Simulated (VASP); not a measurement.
BiTe:

```
CELL_PARAMETERS angstrom
0.00000 3.23500 3.23500
3.23500 0.00000 3.23500
3.23500 3.23500 0.00000
ATOMIC_POSITIONS crystal
Bi 0.00000 0.00000 0.00000
Te 0.50000 0.50000 0.50000
```

| Quantity | Value |
| --- | --- |
| Program | VASP 6.6.1 |
| Task | relaxation of cell and atoms |
| Functional | PBEsol |
| Dispersion | D4 |
| Potentials or basis | VASP PAW PBE potentials, release 64 (Bi_d, Te) |
| Cutoff | 600 eV |
| k mesh | 7 × 7 × 7 |
| Occupations | fermi-dirac, width 0.05 eV |
| Spin | no spin polarisation |

At the start: pressure -2.8 GPa; volume 33.86 Å³/atom.

Problem. Where does the relaxation end?

Solution. Over 3 steps the energy falls by 16.8 meV/atom and the volume is 32.02 Å³/atom (-5.4 %); space group Fm-3m (No. 225, to 0.05 Å).

The path:
| step | energy change (eV) | largest force (eV/Å) | pressure (GPa) | volume (Å³) |
| --- | --- | --- | --- | --- |
| 1 | 0.0000 | 0.0000 | -2.78 | 67.71 |
| 2 | -0.0227 | 0.0000 | 1.90 | 62.11 |
| 3 | -0.0336 | 0.0000 | 0.01 | 64.04 |

Final structure:
```
CELL_PARAMETERS angstrom
0.00000 3.17546 3.17546
3.17546 0.00000 3.17546
3.17546 3.17546 0.00000
ATOMIC_POSITIONS crystal
Bi 0.00000 0.00000 0.00000
Te 0.50000 0.50000 0.50000
```

Caveat: the PAW data sets were made with another functional, which shifts forces and pressure a little; pairwise dispersion overbinds metals, which lowers pressure and volume.
